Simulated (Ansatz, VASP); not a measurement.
YbC in VASP and in Ansatz

```xyz
2
Lattice="3.0262 0.0000 0.0000 0.0000 3.0262 0.0000 0.0000 0.0000 3.0262" Properties=species:S:1:pos:R:3 pbc="T T T"
Yb    0.0000    0.0000    0.0000
C     1.5131    1.5131    1.5131
```

Alike in both runs: task single point; functional r2SCAN; k mesh 12 × 12 × 12; occupations gaussian, width 0.05 eV; collinear spin.

```csv
,VASP,Ansatz
version,VASP 6.6.1,Ansatz 0.2.0
potentials or method,"VASP PAW PBE potentials, release 64 (Yb, C), cutoff 520 eV","scalar-relativistic, plane waves, PAW"
valence electrons in the cell,28,28
```

```tsv
	VASP	Ansatz	Ansatz less VASP
gap on the k mesh at the Fermi level (eV)	none	none	-
pressure (GPa)	-0.5	-0.5	+0.04
net moment per atom (μB)	0.00	0.09	+0.087
size of the moment on the site where the two differ most (μB)	0.00	0.32	+0.320
```

VASP's potentials were made for PBE, not for r2SCAN. Site moments also hang on the region over which each program counts them. A gap of «none» marks a metal or a gap that the smearing closes. Ansatz's warnings: given moment on shells, stability check not made.

Spin-orbit coupling is off throughout.
